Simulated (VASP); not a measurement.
# AlN (P6_3mc) in VASP: a series of runs

The runs below take AlN through single point, with LDA.

Program: VASP 6.6.1. These are calculated values, not measurements. Logs are shortened: lines on timing, memory, paths and dates and some standing lists are left out, and cuts for length are marked.

### 1 The cell of the first run

Symmetry: P6_3mc, No. 186, hexagonal system. Conventional cell: a = 3.058 Å, b = 3.058 Å, c = 4.548 Å, α = 90.00°, β = 90.00°, γ = 120.00°. Al (site symmetry 3m) has 4 N at 1.82 to 1.83 Å within 2.4 Å. N (site symmetry 3m) has 4 Al at 1.82 to 1.83 Å within 2.4 Å.

### 2 Single point, LDA

Input file INCAR:

```
  PREC = Accurate
  ENCUT = 520
  EDIFF = 1E-6
  ISMEAR = 0
  SIGMA = 0.05
  LREAL = False
  LASPH = True
  NELM = 100
  ALGO = Normal
  ISIF = 2
  LWAVE = False
  LCHARG = True
  LELF = True
  LVHAR = True
  NBANDS = 16
```

Input file KPOINTS:

```
regular mesh
0
Gamma
  9 9 6
```

Input file POSCAR:

```
AlN
1.0
    3.0577000000      0.0000000000      0.0000000000
   -1.5288500000      2.6480458772      0.0000000000
    0.0000000000      0.0000000000      4.5481000000
Al N
2 2
Direct
    0.3333333333      0.6666666667     -0.0090764404
    0.6666666667      0.3333333333      0.4909235596
    0.3333333333      0.6666666667      0.3940764404
    0.6666666667      0.3333333333      0.8940764404
```

Potentials or basis: VASP PAW LDA potentials, release 64 (Al, N).

On the command line:

```console
> cat potpaw_LDA.64/Al/POTCAR potpaw_LDA.64/N/POTCAR > POTCAR
> mpirun -np 1 vasp_std > vasp.out
```

OUTCAR:

```text
PREC = Accurate
   ENCUT = 520
   EDIFF = 1E-6
   ISMEAR = 0
   LREAL = False
   LASPH = True
   NELM = 100
   ISIF = 2

 ion  position               nearest neighbor table
   1  0.333  0.667  0.991-   4 1.82   4 1.82   4 1.82   3 1.83   2 2.88   2 2.88   2 2.88   2 2.88
                             2 2.88   2 2.88
   2  0.667  0.333  0.491-   3 1.82   3 1.82   3 1.82   4 1.83   1 2.88   1 2.88   1 2.88   1 2.88
                             1 2.88   1 2.88
   3  0.333  0.667  0.394-   2 1.82   2 1.82   2 1.82   1 1.83
   4  0.667  0.333  0.894-   1 1.82   1 1.82   1 1.82   2 1.83

  LATTYP: Found a hexagonal cell.
 ALAT       =     3.0577000000
 C/A-ratio  =     1.4874251889

  Lattice vectors:

 A1 = (   3.0577000000,   0.0000000000,   0.0000000000)
 A2 = (  -1.5288500000,   2.6480458772,   0.0000000000)
 A3 = (   0.0000000000,   0.0000000000,   4.5481000000)

Analysis of symmetry for initial positions (statically):
=====================================================================
 Subroutine PRICEL returns:
 Original cell was already a primitive cell.

 Routine SETGRP: Setting up the symmetry group for a
 hexagonal supercell.

 Subroutine GETGRP returns: Found 12 space group operations
 (whereof  6 operations were pure point group operations)
 out of a pool of 24 trial point group operations.

The static configuration has the point symmetry C_3v.
 The point group associated with its full space group is C_6v.

Analysis of symmetry for dynamics (positions and initial velocities):
=====================================================================
 Subroutine PRICEL returns:
 Original cell was already a primitive cell.

 Routine SETGRP: Setting up the symmetry group for a
 hexagonal supercell.

 Subroutine GETGRP returns: Found 12 space group operations
 (whereof  6 operations were pure point group operations)
 out of a pool of 24 trial point group operations.

The dynamic configuration has the point symmetry C_3v.
 The point group associated with its full space group is C_6v.

 Subroutine INISYM returns: Found 12 space group operations
 (whereof  6 operations are pure point group operations),
 and found     1 'primitive' translations

----------------------------------------------------------------------------------------

                                     Primitive cell

  volume of cell :      36.8256

  direct lattice vectors                    reciprocal lattice vectors
     3.057700000  0.000000000  0.000000000     0.327043202  0.188818481  0.000000000
    -1.528850000  2.648045877  0.000000000     0.000000000  0.377636962  0.000000000
     0.000000000  0.000000000  4.548100000     0.000000000  0.000000000  0.219872034

  length of vectors
     3.057700000  3.057700000  4.548100000     0.377636962  0.377636962  0.219872034

  position of ions in fractional coordinates (direct lattice)
     0.333333333  0.666666667  0.990923560
     0.666666667  0.333333333  0.490923560
     0.333333333  0.666666667  0.394076440
     0.666666667  0.333333333  0.894076440

  ion indices of the primitive-cell ions
   primitive index   ion index
                 1           1
                 2           2
                 3           3
                 4           4

----------------------------------------------------------------------------------------

 KPOINTS: regular mesh

Automatic generation of k-mesh.
 Grid dimensions read from file:
 generate k-points for:    9    9    6

 Generating k-lattice:

  Cartesian coordinates                     Fractional coordinates (reciprocal lattice)
     0.036338134  0.020979831  0.000000000     0.111111111  0.000000000  0.000000000
     0.000000000  0.041959662  0.000000000     0.000000000  0.111111111  0.000000000
     0.000000000  0.000000000  0.036645339     0.000000000  0.000000000  0.166666667

  Length of vectors
     0.041959662  0.041959662  0.036645339

  Shift w.r.t. Gamma in fractional coordinates (k-lattice)
     0.000000000  0.000000000  0.000000000

 Subroutine IBZKPT returns following result:
 ===========================================

 Found     48 irreducible k-points:

 Following reciprocal coordinates:
            Coordinates               Weight
  0.000000  0.000000  0.000000      1.000000
  0.111111  0.000000  0.000000      6.000000
  0.222222  0.000000  0.000000      6.000000
  0.333333  0.000000  0.000000      6.000000
  0.444444  0.000000  0.000000      6.000000
  0.111111  0.111111  0.000000      6.000000
[... 16 lines left out ...]
  0.333333  0.222222  0.166667     24.000000
  0.333333  0.333333  0.166667      4.000000
 [... further k-points ...]
   k-points           NKPTS =     48   k-points in BZ     NKDIM =     48   number of bands    NBANDS=     16
   number of dos      NEDOS =    301   number of ions     NIONS =      4
   total plane-waves  NPLWV =  20736
   dimension x,y,z NGX =    24 NGY =   24 NGZ =   36
   dimension x,y,z NGXF=    48 NGYF=   48 NGZF=   72
   ions per type =               2   2
   NGX,Y,Z   is equivalent  to a cutoff of  13.05, 13.05, 13.16 a.u.
   NGXF,Y,Z  is equivalent  to a cutoff of  26.10, 26.10, 26.32 a.u.
 SYSTEM =  unknown system
   PREC   = accura    normal or accurate (medium, high low for compatibility)
   ISTART =      0    job   : 0-new  1-cont  2-samecut
   ICHARG =      2    charge: 1-file 2-atom 10-const
   ISPIN  =      1    spin polarized calculation?
   LNONCOLLINEAR =      F non collinear calculations
   LSORBIT =      F    spin-orbit coupling
   LASPH  =      T    aspherical Exc in radial PAW
   ENCUT  =  520.0 eV  38.22 Ry    6.18 a.u.   5.69  5.69  8.46*2*pi/ulx,y,z
   NELM   =    100;   NELMIN=  2; NELMDL= -5     # of ELM steps
   EDIFF  = 0.1E-05   stopping-criterion for ELM
   LREAL  =      F    real-space projection
   EDIFFG = 0.1E-04   stopping-criterion for IOM
   NSW    =      0    number of steps for IOM
   IBRION =     -1    ionic relax: 0-MD 1-quasi-New 2-CG
   NFREE  =      0    steps in history (QN), initial steepest desc. (CG)
   ISIF   =      2    stress and relaxation
   ISYM   =      2    0-nonsym 1-usesym 2-fastsym
   POTIM  = 0.5000    time-step for ionic-motion
   TEBEG  =    0.0;   TEEND  =   0.0 temperature during run
   PSTRESS=    0.0 pullay stress
   NELECT =      16.0000    total number of electrons
   NUPDOWN=      -1.0000    fix difference up-down
   EMIN   =  10.00;   EMAX   =-10.00  energy-range for DOS
   EFERMI =   0.00;   METHOD = LEGACY
   ISMEAR =     0;   SIGMA  =   0.05  broadening in eV -4-tet -1-fermi 0-gaus
   EFERMI_NEDOS =   21; number of points for ismear=-14 and -15
   IALGO  =     38    algorithm
   IMIX   =      4    mixing-type and parameters
     AMIX     =   0.40;   BMIX     =  1.00
     AMIX_MAG =   1.60;   BMIX_MAG =  1.00
  volume/ion in A,a.u.               =       9.21        62.13
  Fermi-wavevector in a.u.,A,eV,Ry     =   1.239932  2.343133 20.918039  1.537433
  Thomas-Fermi vector in A             =   2.374395
   LORBIT       =      0    0 simple, 1 ext, 2 COOP (PROOUT), +10 PAW based schemes
   GGA     = CA    functional components
   LHFCALC =     F    Hartree Fock is set to
   AEXX    =    0.0000 exact exchange contribution
   IVDW    =     0    specifies the selected vdW correction
   LEPSILON=     F    determine dielectric tensor
   LRPA    =     F    only Hartree local field effects (RPA)
 non-spin polarized calculation
 Gauss-broadening in eV      SIGMA  =   0.05
  energy-cutoff  :      520.00
  volume of cell :       36.83
 maximum number of plane-waves:      1006
 NGX is ok and might be reduce to    24
   NGX = 11   NGY = 11   NGZ = 17

 number of electron      15.9999998 magnetization

 Free energy of the ion-electron system (eV)
  ---------------------------------------------------
  ext. energy  EPLUGINS =         0.00000000
  ---------------------------------------------------
  free energy    TOTEN  =       -32.45856998 eV

  energy without entropy =      -32.45856998  energy(sigma->0) =      -32.45856998

 E-fermi :   8.0273     XC(G=0): -11.8078

 val. band max:        7.7771399676   @ k =   0.0000   0.0000   0.0000
 cond. band min:      12.5628167084   @ k =   0.0000   0.0000   0.0000
 fundamental gap:      4.7856767408
 Fermi energy:         8.0272679432

 k-point     1 :       0.0000    0.0000    0.0000
  band No.  band energies     occupation
      1      -8.6599      2.00000
      2      -5.6185      2.00000
      3       0.8135      2.00000
      4       5.8182      2.00000
      5       5.8182      2.00000
      6       6.7587      2.00000
[... 8 lines left out ...]
     15      20.8463      0.00000
     16      21.8647      0.00000

 k-point     2 :       0.1111    0.0000    0.0000
  band No.  band energies     occupation
      1      -8.4860      2.00000
      2      -5.5371      2.00000
      3       1.0051      2.00000
      4       5.1261      2.00000
      5       5.5990      2.00000
      6       6.1580      2.00000
[... 8 lines left out ...]
     15      20.8323      0.00000
     16      20.8609      0.00000

 k-point     3 :       0.2222    0.0000    0.0000
  band No.  band energies     occupation
      1      -7.9875      2.00000
      2      -5.3456      2.00000
      3       1.5618      2.00000
      4       3.6339      2.00000
      5       4.9702      2.00000
      6       5.1582      2.00000
[... 8 lines left out ...]
     15      20.1078      0.00000
     16      20.7145      0.00000

 k-point     4 :       0.3333    0.0000    0.0000
  band No.  band energies     occupation
      1      -7.2512      2.00000
      2      -5.2115      2.00000
      3       2.1625      2.00000
      4       2.4685      2.00000
      5       3.8169      2.00000
      6       4.7568      2.00000
[... 8 lines left out ...]
     15      20.9299      0.00000
     16      21.9198      0.00000
[... 324 lines left out ...]
 k-point    22 :       0.2222    0.2222    0.1667
  band No.  band energies     occupation
      1      -6.7531      2.00000
      2      -5.3072      2.00000
      3       2.0774      2.00000
      4       2.3523      2.00000
      5       4.0347      2.00000
      6       4.1741      2.00000
[... 8 lines left out ...]
     15      20.7109      0.00000
     16      23.0059      0.00000

 k-point    23 :       0.3333    0.2222    0.1667
  band No.  band energies     occupation
      1      -6.1084      2.00000
      2      -5.3959      2.00000
      3       1.5975      2.00000
      4       2.4810      2.00000
      5       3.2517      2.00000
      6       4.6587      2.00000
[... 8 lines left out ...]
     15      20.6994      0.00000
     16      23.1235      0.00000

 k-point    24 :       0.3333    0.3333    0.1667
  band No.  band energies     occupation
      1      -5.6508      2.00000
      2      -5.6508      2.00000
      3       1.7196      2.00000
      4       2.6720      2.00000
      5       2.6720      2.00000
      6       4.3721      2.00000
[... 8 lines left out ...]
     15      20.4452      0.00000
     16      23.2494      0.00000

 [... further k-points ...]
[... 5 lines left out ...]
  --------------------------------------------------------------------------------------
  -------------------------------------------------------------------------------------
  Total        5.0028689      5.0028689      7.2315351      0.0000000      0.0000000     -0.0000000
  in kB      217.6603494    217.6603494    314.6231679      0.0000000      0.0000000     -0.0000000
  external PRESSURE =     249.9812889 kB  Pullay stress =       0.0000000 kB

 VOLUME and BASIS-vectors are now :
 -----------------------------------------------------------------------------
  energy-cutoff  :      520.00
  volume of cell :       36.83
      direct lattice vectors                 reciprocal lattice vectors
     3.057700000  0.000000000  0.000000000     0.327043202  0.188818481  0.000000000
    -1.528850000  2.648045877  0.000000000     0.000000000  0.377636962  0.000000000
     0.000000000  0.000000000  4.548100000     0.000000000  0.000000000  0.219872034

 POSITION                                       TOTAL-FORCE (eV/Angst)
 -----------------------------------------------------------------------------------
     -0.00000      1.76536      4.50682         0.000000     -0.000000     -0.012794
      1.52885      0.88268      2.23277         0.000000      0.000000     -0.012794
     -0.00000      1.76536      1.79230         0.000000      0.000000      0.012794
      1.52885      0.88268      4.06635        -0.000000     -0.000000      0.012794
 -----------------------------------------------------------------------------------
    total drift:                               -0.000000      0.000000      0.000855

  FREE ENERGIE OF THE ION-ELECTRON SYSTEM (eV)
  ---------------------------------------------------
  free  energy   TOTEN  =       -32.4585699822 eV

  energy  without entropy=      -32.4585699822  energy(sigma->0) =      -32.45856998
```

It took 11 s on 1 thread of AMD EPYC 9R45 (Zen 5), shared host; peak memory 0.11 GiB.

What came out:

```
Free energy            : -32.4586 eV
Pressure               : 25.0 GPa
Largest force          : 0.013 eV/Å
Band gap on the k mesh : 4.79 eV, direct
```

Forces on the atoms (eV/Å):
```
Al   0.000  0.000 -0.013
Al   0.000  0.000 -0.013
N    0.000  0.000  0.013
N    0.000  0.000  0.013
```

Stress tensor (GPa, compression positive):
```
21.77  0.00  0.00
 0.00 21.77  0.00
 0.00  0.00 31.46
```

A k mesh can miss the band edges. Expect the measured gap to be larger: semilocal functionals such as LDA lack the derivative discontinuity.

[end of part 1 of 2]
